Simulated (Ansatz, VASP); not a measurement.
## Si in VASP and in Ansatz

```
Si
1.0
     0.00000    0.00000    3.83736
     3.32219   -3.32219   -1.91868
     6.64438    6.64438    0.00000
Si
8
Cartesian
  1.1876 1.1876 -0.0637
  4.5097 4.5097 1.8692
  2.1346 2.1346 1.8692
  5.4568 5.4568 -0.0637
  2.1346 -2.1346 1.8869
  5.4568 1.1876 0.1450
  1.1876 -1.1876 -0.0318
  4.5097 2.1346 2.0637
```

Change from the starting cell: mode 4 frozen in at -0.088 Å and mode 7 at -0.057 Å (largest displacements).

Alike in both runs: task single point; functional PBEsol; k mesh 10 × 10 × 4; occupations gaussian, width 0.03 eV; no spin polarisation.

```csv
,VASP,Ansatz
version,VASP 6.6.1,Ansatz 0.2.0
potentials or method,"VASP PAW PBE potentials, release 64 (Si), cutoff 520 eV","scalar-relativistic, plane waves, PAW"
valence electrons in the cell,32,32
```

VASP gave:

| Item | Value |
| --- | --- |
| gap on the k mesh at the Fermi level (eV) | 0.13 |
| least direct gap on the mesh (eV) | 0.38 |
| pressure (GPa) | -0.1 |
| traceless stress, the component that is largest in VASP (GPa) | 0.08 |
| rms of the force components (eV/Å) | 0.092 |

Question: Which values does Ansatz return?

Answer: gap on the k mesh at the Fermi level (eV): 0.14; least direct gap on the mesh (eV): 0.38; pressure (GPa): -0.2; traceless stress, the component that is largest in VASP (GPa): 0.08; rms of the force components (eV/Å): 0.093.

VASP's potentials were made for PBE, not for PBEsol, and Ansatz warns of the same on its side. Atom by atom the forces differ by 0.002 eV/Å (rms over components).
